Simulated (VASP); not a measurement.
# Ga (I4_1/amd) in VASP: relaxation of cell and atoms with PBEsol

Aim: the relaxation of cell and atoms of Ga with PBEsol.

Everything below comes from runs of VASP 6.6.1. Logs are shortened: lines on timing, memory, paths and dates and some standing lists are left out, and cuts for length are marked.

**1. The cell of the first run**

Symmetry: I4_1/amd, No. 141, tetragonal system. The conventional cell has a = 4.301 Å, b = 4.301 Å, c = 2.366 Å, α = 90.00°, β = 90.00°, γ = 90.00°. Ga (site symmetry -4m2) has 10 Ga at 2.23 to 2.79 Å within 2.9 Å.

**2. Relaxation of cell and atoms, PBEsol, target pressure 100 GPa, at which the enthalpy is minimised**

INCAR reads:

```
PREC = Accurate
ENCUT = 600
EDIFF = 1E-6
ISMEAR = -1
SIGMA = 0.08
LREAL = F
LASPH = T
NELM = 60
ALGO = Normal
ISIF = 3
LWAVE = F
LCHARG = F
GGA = PS
IBRION = 2
NSW = 60
EDIFFG = -0.005
PSTRESS = 1000.0
```

KPOINTS reads:

```
regular mesh
0
Gamma
  18 18 18
```

POSCAR reads:

```
Ga
1.0
   -2.1506009355      2.1506009355      1.1828305145
    2.1506009355     -2.1506009355      1.1828305145
    2.1506009355      2.1506009355     -1.1828305145
Ga
2
Direct
   -0.3750000000     -0.1250000000     -0.2500000000
    0.3750000000      0.1250000000      0.2500000000
```

Potentials or basis: VASP PAW PBE potentials, release 64 (Ga_d).

On the command line:

```
cat potpaw_PBE.64/Ga_d/POTCAR > POTCAR
mpirun -np 1 vasp_std > vasp.out
```

OUTCAR:

```text
PREC = Accurate
   ENCUT = 600
   EDIFF = 1E-6
   ISMEAR = -1
   LREAL = F
   LASPH = T
   NELM = 60
   ISIF = 3
   GGA = PS
   IBRION = 2
   NSW = 60
   EDIFFG = -0.005
   PSTRESS = 1000.0

 ion  position               nearest neighbor table
   1  0.625  0.875  0.750-   2 2.23   2 2.23   2 2.23   2 2.23   2 2.79   2 2.79   2 2.79   2 2.79

   2  0.375  0.125  0.250-   1 2.23   1 2.23   1 2.23   1 2.23   1 2.79   1 2.79   1 2.79   1 2.79

  LATTYP: Found a body centered tetragonal cell.
 ALAT       =     4.3012018710
 C/A-ratio  =     0.5500000000

  Lattice vectors:

 A1 = (  -2.1506009355,   2.1506009355,   1.1828305145)
 A2 = (   2.1506009355,  -2.1506009355,   1.1828305145)
 A3 = (   2.1506009355,   2.1506009355,  -1.1828305145)

Analysis of symmetry for initial positions (statically):
=====================================================================
 Subroutine PRICEL returns:
 Original cell was already a primitive cell.

 Routine SETGRP: Setting up the symmetry group for a
 body centered tetragonal supercell.

 Subroutine GETGRP returns: Found 16 space group operations
 (whereof  4 operations were pure point group operations)
 out of a pool of 16 trial point group operations.

The static configuration has the point symmetry C_2h.
 The point group associated with its full space group is D_4h.

Analysis of symmetry for dynamics (positions and initial velocities):
=====================================================================
 Subroutine PRICEL returns:
 Original cell was already a primitive cell.

 Routine SETGRP: Setting up the symmetry group for a
 body centered tetragonal supercell.

 Subroutine GETGRP returns: Found 16 space group operations
 (whereof  4 operations were pure point group operations)
 out of a pool of 16 trial point group operations.

The dynamic configuration has the point symmetry C_2h.
 The point group associated with its full space group is D_4h.

 Subroutine INISYM returns: Found 16 space group operations
 (whereof  4 operations are pure point group operations),
 and found     1 'primitive' translations

----------------------------------------------------------------------------------------

                                     Primitive cell

  volume of cell :      21.8828

  direct lattice vectors                    reciprocal lattice vectors
    -2.150600935  2.150600935  1.182830514     0.000000000  0.232493157  0.422714830
     2.150600935 -2.150600935  1.182830514     0.232493157  0.000000000  0.422714830
     2.150600935  2.150600935 -1.182830514     0.232493157  0.232493157  0.000000000

  length of vectors
     3.263319904  3.263319904  3.263319904     0.482432270  0.482432270  0.328794975

  position of ions in fractional coordinates (direct lattice)
     0.625000000  0.875000000  0.750000000
     0.375000000  0.125000000  0.250000000

  ion indices of the primitive-cell ions
   primitive index   ion index
                 1           1
                 2           2

----------------------------------------------------------------------------------------

 KPOINTS: regular mesh

Automatic generation of k-mesh.
 Grid dimensions read from file:
 generate k-points for:   18   18   18

 Generating k-lattice:

  Cartesian coordinates                     Fractional coordinates (reciprocal lattice)
     0.000000000  0.012916286  0.023484157     0.055555556  0.000000000  0.000000000
     0.012916286  0.000000000  0.023484157     0.000000000  0.055555556  0.000000000
     0.012916286  0.012916286  0.000000000     0.000000000  0.000000000  0.055555556

  Length of vectors
     0.026801793  0.026801793  0.018266388

  Shift w.r.t. Gamma in fractional coordinates (k-lattice)
     0.000000000  0.000000000  0.000000000

 Subroutine IBZKPT returns following result:
 ===========================================

 Found    480 irreducible k-points:

 Following reciprocal coordinates:
            Coordinates               Weight
  0.000000  0.000000  0.000000      1.000000
  0.055556  0.000000 -0.000000      8.000000
  0.111111  0.000000 -0.000000      8.000000
  0.166667  0.000000 -0.000000      8.000000
  0.222222  0.000000 -0.000000      8.000000
  0.277778  0.000000  0.000000      8.000000
[... 16 lines left out ...]
 -0.277778  0.055556  0.000000     16.000000
 -0.222222  0.055556  0.000000     16.000000
 [... further k-points ...]
   k-points           NKPTS =    480   k-points in BZ     NKDIM =    480   number of bands    NBANDS=     17
   number of dos      NEDOS =    301   number of ions     NIONS =      2
   total plane-waves  NPLWV =  21952
   dimension x,y,z NGX =    28 NGY =   28 NGZ =   28
   dimension x,y,z NGXF=    56 NGYF=   56 NGZF=   56
   ions per type =               2
   NGX,Y,Z   is equivalent  to a cutoff of  14.26, 14.26, 14.26 a.u.
   NGXF,Y,Z  is equivalent  to a cutoff of  28.53, 28.53, 28.53 a.u.
 SYSTEM =  unknown system
   PREC   = accura    normal or accurate (medium, high low for compatibility)
   ISTART =      0    job   : 0-new  1-cont  2-samecut
   ICHARG =      2    charge: 1-file 2-atom 10-const
   ISPIN  =      1    spin polarized calculation?
   LNONCOLLINEAR =      F non collinear calculations
   LSORBIT =      F    spin-orbit coupling
   LASPH  =      T    aspherical Exc in radial PAW
   ENCUT  =  600.0 eV  44.10 Ry    6.64 a.u.   6.52  6.52  6.52*2*pi/ulx,y,z
   NELM   =     60;   NELMIN=  2; NELMDL= -5     # of ELM steps
   EDIFF  = 0.1E-05   stopping-criterion for ELM
   LREAL  =      F    real-space projection
   EDIFFG = -.5E-02   stopping-criterion for IOM
   NSW    =     60    number of steps for IOM
   IBRION =      2    ionic relax: 0-MD 1-quasi-New 2-CG
   NFREE  =      1    steps in history (QN), initial steepest desc. (CG)
   ISIF   =      3    stress and relaxation
   ISYM   =      2    0-nonsym 1-usesym 2-fastsym
   POTIM  = 0.5000    time-step for ionic-motion
   TEBEG  =    0.0;   TEEND  =   0.0 temperature during run
   PSTRESS= 1000.0 pullay stress
   NELECT =      26.0000    total number of electrons
   NUPDOWN=      -1.0000    fix difference up-down
   EMIN   =  10.00;   EMAX   =-10.00  energy-range for DOS
   EFERMI =   0.00;   METHOD = LEGACY
   ISMEAR =    -1;   SIGMA  =   0.08  broadening in eV -4-tet -1-fermi 0-gaus
   EFERMI_NEDOS =   21; number of points for ismear=-14 and -15
   IALGO  =     38    algorithm
   IMIX   =      4    mixing-type and parameters
     AMIX     =   0.40;   BMIX     =  1.00
     AMIX_MAG =   1.60;   BMIX_MAG =  1.00
  volume/ion in A,a.u.               =      10.94        73.84
  Fermi-wavevector in a.u.,A,eV,Ry     =   1.733931  3.276655 40.906158  3.006518
  Thomas-Fermi vector in A             =   2.807824
   LORBIT       =      0    0 simple, 1 ext, 2 COOP (PROOUT), +10 PAW based schemes
   GGA     = PS    functional components
   LHFCALC =     F    Hartree Fock is set to
   AEXX    =    0.0000 exact exchange contribution
   IVDW    =     0    specifies the selected vdW correction
   LEPSILON=     F    determine dielectric tensor
   LRPA    =     F    only Hartree local field effects (RPA)
 conjugate gradient relaxation of ions
 non-spin polarized calculation
  energy-cutoff  :      600.00
  volume of cell :       21.88
 maximum number of plane-waves:       753
 NGX is ok and might be reduce to    28
   NGX = 13   NGY = 13   NGZ = 13

--------------------------------------- Ionic step        1  -------------------------------------------

 number of electron      25.9999996 magnetization

 Free energy of the ion-electron system (eV)
  ---------------------------------------------------
  ext. energy  EPLUGINS =         0.00000000
  ---------------------------------------------------
  free energy    TOTEN  =        -3.41264638 eV

  energy without entropy =       -3.39751625  energy(sigma->0) =       -3.40508132

------------------------ aborting loop because EDIFF is reached ----------------------------------------

  FORCE on cell =-STRESS in cart. coord.  units (eV):
  Direction    XX          YY          ZZ          XY          YZ          ZX
  --------------------------------------------------------------------------------------
  -------------------------------------------------------------------------------------
  Total       16.2426389     16.2426389     13.1474727      0.0000000      0.0000000      0.0000000
  in kB     1189.2276533   1189.2276533    962.6107048      0.0000000      0.0000000      0.0000000
  external PRESSURE =     113.6886705 kB  Pullay stress =    1000.0000000 kB
[... 97 lines left out ...]
  energy  without entropy=       -3.9657355543  energy(sigma->0) =       -3.97285823

  enthalpy is  TOTEN    =        10.1948772122 eV   P V=       14.1748581273

[... ionic steps 4 to 11 ...]

--------------------------------------- Ionic step       12  -------------------------------------------

 number of electron      26.0000004 magnetization

------------------------ aborting loop because EDIFF is reached ----------------------------------------
[... 71 lines left out ...]
--------------------------------------- Ionic step       14  -------------------------------------------

 number of electron      26.0000004 magnetization

 Free energy of the ion-electron system (eV)
  ---------------------------------------------------
  ext. energy  EPLUGINS =         0.00000000
  ---------------------------------------------------
  free energy    TOTEN  =        -3.79791153 eV

  energy without entropy =       -3.78438720  energy(sigma->0) =       -3.79114937

 E-fermi :  11.4029     XC(G=0): -14.0311

 val. band max:       11.4002776794   @ k =  -0.2222   0.5000   0.2222
 cond. band min:      11.4051604881   @ k =  -0.3333   0.3889   0.0556
 fundamental gap:      0.0048828086
 Fermi energy:        11.4029366680

 k-point     1 :       0.0000    0.0000    0.0000
  band No.  band energies     occupation
      1      -5.2298      2.00000
      2      -5.1775      2.00000
      3      -5.0348      2.00000
      4      -5.0108      2.00000
      5      -4.4718      2.00000
      6      -3.9679      2.00000
[... 457 lines left out ...]
      4      -4.7065      2.00000
      5      -4.2479      2.00000
      6      -4.1843      2.00000
[... 9 lines left out ...]
     16      21.5458      0.00000
     17      21.6211      0.00000

 [... further k-points ...]

------------------------ aborting loop because EDIFF is reached ----------------------------------------

  FORCE on cell =-STRESS in cart. coord.  units (eV):
  Direction    XX          YY          ZZ          XY          YZ          ZX
  --------------------------------------------------------------------------------------
  -------------------------------------------------------------------------------------
  Total       13.9603585     13.9603585     13.9751749      0.0000000     -0.0000000      0.0000000
  in kB      999.2892682    999.2892682   1000.3498304      0.0000000     -0.0000000      0.0000000
  external PRESSURE =      -0.3572110 kB  Pullay stress =    1000.0000000 kB
[... 21 lines left out ...]
  energy  without entropy=       -3.7843872023  energy(sigma->0) =       -3.79114937

  enthalpy is  TOTEN    =        10.1723761239 eV   P V=       13.9702876533

 reached required accuracy - stopping structural energy minimisation
```

Run time: 25 min. Hardware: 1 thread of Intel Xeon Platinum 8259CL at 2.50GHz (Skylake/Cascade Lake), shared host; peak memory 0.33 GiB.

Results:

* Free energy: -3.7979 eV
* Relaxed volume: 11.19 Å³/atom
* Relaxed cell: a = 3.324 Å, b = 3.324 Å, c = 3.324 Å, α = 96.88°, β = 96.88°, γ = 139.51°
* Space group after relaxing (to 0.1 Å): I4_1/amd (No. 141)
* Energy change on relaxing (the run minimises the enthalpy): -192.6 meV/atom
* Ionic steps: 14
* Pressure after relaxing: 100.0 GPa
* Band gap on the k mesh: zero (bands 13 and 14 overlap by 11.33 eV)

Stress tensor (GPa, compression positive):
```
 99.93   0.00   0.00
  0.00  99.93   0.00
  0.00   0.00 100.03
```

The path:
| step | energy change (eV) | largest force (eV/Å) | pressure (GPa) | volume (Å³) |
| --- | --- | --- | --- | --- |
| 1 | 0.0000 | 0.0000 | 111.37 | 21.88 |
| 2 | -1.4143 | 0.0000 | 67.96 | 24.39 |
| 3 | -0.5673 | 0.0000 | 93.94 | 22.71 |
| 4 | -0.2605 | 0.0000 | 103.73 | 22.22 |
| 5 | -0.4295 | 0.0000 | 98.55 | 22.45 |
| 6 | -0.2861 | 0.0000 | 103.07 | 22.23 |
| 7 | -0.3875 | 0.0000 | 99.96 | 22.39 |
| 8 | -0.3884 | 0.0000 | 99.90 | 22.39 |
| 9 | -0.3834 | 0.0000 | 100.17 | 22.38 |
| 10 | -0.3860 | 0.0000 | 99.88 | 22.38 |
| 11 | -0.3855 | 0.0000 | 100.01 | 22.38 |
| 12 | -0.3845 | 0.0000 | 100.07 | 22.38 |
| 13 | -0.3851 | 0.0000 | 99.95 | 22.38 |
| 14 | -0.3853 | 0.0000 | 99.96 | 22.38 |

Final structure:
```
CELL_PARAMETERS angstrom
-2.20543 2.20543 1.15046
2.20543 -2.20543 1.15046
2.20543 2.20543 -1.15046
ATOMIC_POSITIONS crystal
Ga 0.62500 0.87500 0.75000
Ga 0.37500 0.12500 0.25000
```

Caveat: the cell is relaxed towards a set pressure, so the run minimises the enthalpy, not the energy; the PAW data sets were made with another functional, which shifts forces and pressure a little.
